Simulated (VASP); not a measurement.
# BaS (Fm-3m) in VASP: a series of runs

Runs on BaS. Level: r2SCAN. Tasks: single point.

Everything below comes from runs of VASP 6.6.1. Logs are shortened: lines on timing, memory, paths and dates and some standing lists are left out, and cuts for length are marked.

### Step 1. The cell of the first run

Symmetry: Fm-3m, No. 225, cubic system. Conventional cell: a = 6.388 Å, b = 6.388 Å, c = 6.388 Å, α = 90.00°, β = 90.00°, γ = 90.00°. Within 4.2 Å of Ba (site symmetry m-3m) lie 6 S at 3.19 Å. S (site symmetry m-3m) has 6 Ba at 3.19 Å within 4.2 Å.

### Step 2. Single point, r2SCAN

POSCAR

```
BaS
1.0
    0.0000000000      3.1937500000      3.1937500000
    3.1937500000      0.0000000000      3.1937500000
    3.1937500000      3.1937500000      0.0000000000
Ba S
1 1
Direct
    0.0000000000      0.0000000000      0.0000000000
    0.5000000000      0.5000000000      0.5000000000
```

INCAR.step1

```
  PREC = Accurate
  ENCUT = 520
  ISMEAR = 0
  SIGMA = 0.05
  LREAL = F
  LASPH = T
  NELM = 80
  NBANDS = 15
  GGA = PE
  ALGO = Normal
  EDIFF = 1E-4
  LWAVE = T
  LCHARG = F
```

INCAR.step2

```
  PREC = Accurate
  ENCUT = 520
  EDIFF = 1E-6
  ISMEAR = 0
  SIGMA = 0.05
  LREAL = F
  LASPH = T
  NELM = 80
  ALGO = Normal
  ISIF = 2
  LWAVE = F
  LCHARG = T
  METAGGA = R2SCAN
  LMIXTAU = T
  LELF = T
  LVHAR = T
  NBANDS = 15
  ISTART = 1
```

KPOINTS

```
regular mesh
0
Gamma
  6 6 6
```

Potentials or basis: VASP PAW PBE potentials, release 64 (Ba_sv, S).

On the command line:

```
$ cat potpaw_PBE.64/Ba_sv/POTCAR potpaw_PBE.64/S/POTCAR > POTCAR
$ cp INCAR.step1 INCAR
$ mpirun -np 1 vasp_std > vasp.out
$ cp INCAR.step2 INCAR
$ mpirun -np 1 vasp_std > vasp.out
```

OUTCAR:

```text
PREC = Accurate
   ENCUT = 520
   EDIFF = 1E-6
   ISMEAR = 0
   LREAL = F
   LASPH = T
   NELM = 80
   ISIF = 2
   METAGGA = R2SCAN
   ISTART = 1

 ion  position               nearest neighbor table
   1  0.000  0.000  0.000-   2 3.19   2 3.19   2 3.19   2 3.19   2 3.19   2 3.19
   2  0.500  0.500  0.500-   1 3.19   1 3.19   1 3.19   1 3.19   1 3.19   1 3.19

  LATTYP: Found a face centered cubic cell.
 ALAT       =     6.3875000000

  Lattice vectors:

 A1 = (   0.0000000000,   3.1937500000,   3.1937500000)
 A2 = (   3.1937500000,   0.0000000000,   3.1937500000)
 A3 = (   3.1937500000,   3.1937500000,   0.0000000000)

Analysis of symmetry for initial positions (statically):
=====================================================================
 Subroutine PRICEL returns:
 Original cell was already a primitive cell.

 Routine SETGRP: Setting up the symmetry group for a
 face centered cubic supercell.

 Subroutine GETGRP returns: Found 48 space group operations
 (whereof 48 operations were pure point group operations)
 out of a pool of 48 trial point group operations.

The static configuration has the point symmetry O_h .

Analysis of symmetry for dynamics (positions and initial velocities):
=====================================================================
 Subroutine PRICEL returns:
 Original cell was already a primitive cell.

 Routine SETGRP: Setting up the symmetry group for a
 face centered cubic supercell.

 Subroutine GETGRP returns: Found 48 space group operations
 (whereof 48 operations were pure point group operations)
 out of a pool of 48 trial point group operations.

The dynamic configuration has the point symmetry O_h .

 Subroutine INISYM returns: Found 48 space group operations
 (whereof 48 operations are pure point group operations),
 and found     1 'primitive' translations

----------------------------------------------------------------------------------------

                                     Primitive cell

  volume of cell :      65.1527

  direct lattice vectors                    reciprocal lattice vectors
     0.000000000  3.193750000  3.193750000    -0.156555773  0.156555773  0.156555773
     3.193750000  0.000000000  3.193750000     0.156555773 -0.156555773  0.156555773
     3.193750000  3.193750000  0.000000000     0.156555773  0.156555773 -0.156555773

  length of vectors
     4.516644565  4.516644565  4.516644565     0.271162553  0.271162553  0.271162553

  position of ions in fractional coordinates (direct lattice)
     0.000000000  0.000000000  0.000000000
     0.500000000  0.500000000  0.500000000

  ion indices of the primitive-cell ions
   primitive index   ion index
                 1           1
                 2           2

----------------------------------------------------------------------------------------

 KPOINTS: regular mesh

Automatic generation of k-mesh.
 Grid dimensions read from file:
 generate k-points for:    6    6    6

 Generating k-lattice:

  Cartesian coordinates                     Fractional coordinates (reciprocal lattice)
    -0.026092629  0.026092629  0.026092629     0.166666667  0.000000000  0.000000000
     0.026092629 -0.026092629  0.026092629     0.000000000  0.166666667  0.000000000
     0.026092629  0.026092629 -0.026092629     0.000000000  0.000000000  0.166666667

  Length of vectors
     0.045193759  0.045193759  0.045193759

  Shift w.r.t. Gamma in fractional coordinates (k-lattice)
     0.000000000  0.000000000  0.000000000

 Subroutine IBZKPT returns following result:
 ===========================================

 Found     16 irreducible k-points:

 Following reciprocal coordinates:
            Coordinates               Weight
  0.000000  0.000000  0.000000      1.000000
  0.166667  0.000000  0.000000      8.000000
  0.333333  0.000000  0.000000      8.000000
  0.500000  0.000000  0.000000      4.000000
  0.166667  0.166667  0.000000      6.000000
  0.333333  0.166667  0.000000     24.000000
[... 8 lines left out ...]
 -0.333333  0.333333  0.166667     24.000000
 -0.333333  0.500000  0.166667     12.000000
   k-points           NKPTS =     16   k-points in BZ     NKDIM =     16   number of bands    NBANDS=     15
   number of dos      NEDOS =    301   number of ions     NIONS =      2
   total plane-waves  NPLWV =  46656
   dimension x,y,z NGX =    36 NGY =   36 NGZ =   36
   dimension x,y,z NGXF=    72 NGYF=   72 NGZF=   72
   ions per type =               1   1
   NGX,Y,Z   is equivalent  to a cutoff of  13.25, 13.25, 13.25 a.u.
   NGXF,Y,Z  is equivalent  to a cutoff of  26.50, 26.50, 26.50 a.u.
 SYSTEM =  unknown system
   PREC   = accura    normal or accurate (medium, high low for compatibility)
   ISTART =      1    job   : 0-new  1-cont  2-samecut
   ICHARG =      0    charge: 1-file 2-atom 10-const
   ISPIN  =      1    spin polarized calculation?
   LNONCOLLINEAR =      F non collinear calculations
   LSORBIT =      F    spin-orbit coupling
   LASPH  =      T    aspherical Exc in radial PAW
   ENCUT  =  520.0 eV  38.22 Ry    6.18 a.u.   8.40  8.40  8.40*2*pi/ulx,y,z
   NELM   =     80;   NELMIN=  2; NELMDL=  0     # of ELM steps
   EDIFF  = 0.1E-05   stopping-criterion for ELM
   LREAL  =      F    real-space projection
   EDIFFG = 0.1E-04   stopping-criterion for IOM
   NSW    =      0    number of steps for IOM
   IBRION =     -1    ionic relax: 0-MD 1-quasi-New 2-CG
   NFREE  =      0    steps in history (QN), initial steepest desc. (CG)
   ISIF   =      2    stress and relaxation
   ISYM   =      2    0-nonsym 1-usesym 2-fastsym
   POTIM  = 0.5000    time-step for ionic-motion
   TEBEG  =    0.0;   TEEND  =   0.0 temperature during run
   PSTRESS=    0.0 pullay stress
   NELECT =      16.0000    total number of electrons
   NUPDOWN=      -1.0000    fix difference up-down
   EMIN   =  10.00;   EMAX   =-10.00  energy-range for DOS
   EFERMI =   0.00;   METHOD = LEGACY
   ISMEAR =     0;   SIGMA  =   0.05  broadening in eV -4-tet -1-fermi 0-gaus
   EFERMI_NEDOS =   21; number of points for ismear=-14 and -15
   IALGO  =     38    algorithm
   IMIX   =      4    mixing-type and parameters
     AMIX     =   0.40;   BMIX     =  1.00
     AMIX_MAG =   1.60;   BMIX_MAG =  1.00
  volume/ion in A,a.u.               =      32.58       219.84
  Fermi-wavevector in a.u.,A,eV,Ry     =   1.025189  1.937326 14.299891  1.051012
  Thomas-Fermi vector in A             =   2.159016
   LORBIT       =      0    0 simple, 1 ext, 2 COOP (PROOUT), +10 PAW based schemes
   METAGGA = R2SCAN    functional components
   LHFCALC =     F    Hartree Fock is set to
   AEXX    =    0.0000 exact exchange contribution
   IVDW    =     0    specifies the selected vdW correction
   LEPSILON=     F    determine dielectric tensor
   LRPA    =     F    only Hartree local field effects (RPA)
 non-spin polarized calculation
 Gauss-broadening in eV      SIGMA  =   0.05
  energy-cutoff  :      520.00
  volume of cell :       65.15
 maximum number of plane-waves:      1807
 NGX is ok and might be reduce to    36
   NGX = 17   NGY = 17   NGZ = 17

 number of electron      16.0000001 magnetization

 Free energy of the ion-electron system (eV)
  ---------------------------------------------------
  ext. energy  EPLUGINS =         0.00000000
  ---------------------------------------------------
  free energy    TOTEN  =       -39.19829706 eV

  energy without entropy =      -39.19829706  energy(sigma->0) =      -39.19829706

 E-fermi :   1.4561     XC(G=0):  -9.0798

 val. band max:        1.2197327349   @ k =   0.0000   0.0000   0.0000
 cond. band min:       3.6827800128   @ k =   0.5000   0.5000   0.0000
 fundamental gap:      2.4630472780
 Fermi energy:         1.4561067910

 k-point     1 :       0.0000    0.0000    0.0000
  band No.  band energies     occupation
      1     -25.5920      2.00000
      2     -10.2252      2.00000
      3     -10.2251      2.00000
      4     -10.2251      2.00000
      5      -9.5779      2.00000
      6       1.2197      2.00000
      7       1.2197      2.00000
      8       1.2197      2.00000
      9       5.4416      0.00000
     10       5.5266      0.00000
     11       5.5266      0.00000
     12       5.5266      0.00000
     13       6.5643      0.00000
     14       6.5643      0.00000
     15      10.4177      0.00000

 k-point     2 :       0.1667    0.0000    0.0000
  band No.  band energies     occupation
      1     -25.5803      2.00000
      2     -10.7340      2.00000
      3     -10.2341      2.00000
      4     -10.2341      2.00000
      5      -9.0434      2.00000
      6       0.5936      2.00000
      7       0.8832      2.00000
      8       0.8832      2.00000
      9       5.5716      0.00000
     10       5.9499      0.00000
     11       5.9499      0.00000
     12       6.3868      0.00000
     13       7.3579      0.00000
     14       7.3579      0.00000
     15      11.5164      0.00000

 k-point     3 :       0.3333    0.0000    0.0000
  band No.  band energies     occupation
      1     -25.5567      2.00000
      2     -11.2597      2.00000
      3     -10.2517      2.00000
      4     -10.2517      2.00000
      5      -8.4616      2.00000
      6      -0.3208      2.00000
      7       0.3555      2.00000
      8       0.3555      2.00000
      9       6.1229      0.00000
     10       7.0805      0.00000
     11       7.0805      0.00000
     12       7.8183      0.00000
     13       9.1722      0.00000
     14       9.1722      0.00000
     15      12.2962      0.00000
[... 199 lines left out ...]
 k-point    15 :      -0.3333    0.3333    0.1667
  band No.  band energies     occupation
      1     -25.5342      2.00000
      2     -11.0781      2.00000
      3     -10.4948      2.00000
      4     -10.3990      2.00000
      5      -8.7191      2.00000
      6      -0.0529      2.00000
      7       0.5240      2.00000
      8       0.5888      2.00000
      9       6.1123      0.00000
     10       6.2195      0.00000
     11       8.4906      0.00000
     12       8.7744      0.00000
     13       9.2723      0.00000
     14      11.1755      0.00000
     15      11.5284      0.00000

 k-point    16 :      -0.3333    0.5000    0.1667
  band No.  band energies     occupation
      1     -25.5308      2.00000
      2     -10.7457      2.00000
      3     -10.6415      2.00000
      4     -10.4942      2.00000
      5      -9.0117      2.00000
      6       0.3292      2.00000
      7       0.6929      2.00000
      8       0.8445      2.00000
      9       4.8033      0.00000
     10       7.2305      0.00000
     11       8.0512      0.00000
     12       8.8594      0.00000
     13       9.2863      0.00000
     14      10.3243      0.00000
     15      11.6821      0.00000

------------------------ aborting loop because EDIFF is reached ----------------------------------------

  FORCE on cell =-STRESS in cart. coord.  units (eV):
  Direction    XX          YY          ZZ          XY          YZ          ZX
  --------------------------------------------------------------------------------------
  -------------------------------------------------------------------------------------
  Total        0.5742302      0.5742302      0.5742302     -0.0000000     -0.0000000      0.0000000
  in kB       14.1209476     14.1209476     14.1209476     -0.0000000     -0.0000000      0.0000000
  external PRESSURE =      14.1209476 kB  Pullay stress =       0.0000000 kB

 VOLUME and BASIS-vectors are now :
 -----------------------------------------------------------------------------
  energy-cutoff  :      520.00
  volume of cell :       65.15
      direct lattice vectors                 reciprocal lattice vectors
     0.000000000  3.193750000  3.193750000    -0.156555773  0.156555773  0.156555773
     3.193750000  0.000000000  3.193750000     0.156555773 -0.156555773  0.156555773
     3.193750000  3.193750000  0.000000000     0.156555773  0.156555773 -0.156555773

 POSITION                                       TOTAL-FORCE (eV/Angst)
 -----------------------------------------------------------------------------------
      0.00000      0.00000      0.00000        -0.000000     -0.000000     -0.000000
      3.19375      3.19375      3.19375         0.000000      0.000000      0.000000
 -----------------------------------------------------------------------------------
    total drift:                                0.000000      0.000000      0.000000

  FREE ENERGIE OF THE ION-ELECTRON SYSTEM (eV)
  ---------------------------------------------------
  free  energy   TOTEN  =       -39.1982970643 eV

  energy  without entropy=      -39.1982970643  energy(sigma->0) =      -39.19829706
```

Run time: 94 s. Hardware: 1 thread of Intel Xeon 8259CL, shared host; peak memory 0.22 GiB.

What came out:

| Property | Result |
| --- | --- |
| Free energy | -39.1983 eV |
| Pressure | 1.4 GPa |
| Band gap on the k mesh | 2.46 eV (least direct gap 2.60 eV) |

Caveat: the PAW data sets were made with another functional, which shifts forces and pressure a little; spin-orbit coupling is left out, which moves the levels of the heavy elements. A k mesh can miss the band edges.

[end of part 1 of 2]
